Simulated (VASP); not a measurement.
Li:

```
CELL_PARAMETERS angstrom
7.67463 0.00000 0.00000
0.00000 7.67463 0.00000
0.00000 0.00000 3.52749
ATOMIC_POSITIONS crystal
Li 0.66648 0.83352 0.50000
Li 0.83352 0.33352 0.50000
Li 0.33352 0.16648 0.50000
Li 0.16648 0.66648 0.50000
Li 0.50000 0.50000 0.00000
Li 0.00000 0.00000 0.00000
Li 0.63267 0.13267 0.00000
Li 0.86733 0.63267 0.00000
Li 0.13267 0.36733 0.00000
Li 0.36733 0.86733 0.00000
```

- Program: VASP 6.6.1
- Task: relaxation of cell and atoms
- Functional: PBE
- Potentials or basis: VASP PAW PBE potentials, release 64 (Li_sv)
- Cutoff: 600 eV
- k mesh: 6 × 6 × 10
- Occupations: gaussian, width 0.1 eV
- Spin: no spin polarisation

At the start: pressure -0.0 GPa; volume 20.78 Å³/atom.

Task: How do energy, volume and symmetry change on relaxing?

Result: Over 7 steps the energy falls by 8.9 meV/atom; space group P4/mbm (No. 127, to 0.1 Å) before and after.

The path:
| step | energy change (eV) | largest force (eV/Å) | pressure (GPa) | volume (Å³) |
| --- | --- | --- | --- | --- |
| 1 | 0.0000 | 0.0132 | -0.02 | 207.77 |
| 2 | -0.0047 | 0.0131 | -0.02 | 207.70 |
| 3 | -0.0203 | 0.0136 | -0.01 | 207.46 |
| 4 | -0.0542 | 0.0122 | 0.01 | 206.85 |
| 5 | -0.0883 | 0.0089 | 0.14 | 205.12 |
| 6 | -0.0884 | 0.0086 | 0.13 | 205.22 |
| 7 | -0.0893 | 0.0079 | -0.02 | 207.72 |

Final structure:
```
Li
1.0
     8.01197    0.00000    0.00000
     0.00000    8.01197    0.00000
     0.00000    0.00000    3.23601
Li
10
Cartesian
  5.3346 6.6834 1.6180
  6.6834 2.6774 1.6180
  2.6774 1.3286 1.6180
  1.3286 5.3346 1.6180
  4.0060 4.0060 3.2360
  8.0120 8.0120 3.2360
  5.0573 1.0513 0.0000
  6.9606 5.0573 0.0000
  1.0513 2.9547 0.0000
  2.9547 6.9606 3.2360
```

Caveat: the cutoff is under 1.25 times the usual one of these potentials, so pressure, stress and relaxed cells hold a basis-set (Pulay) error.
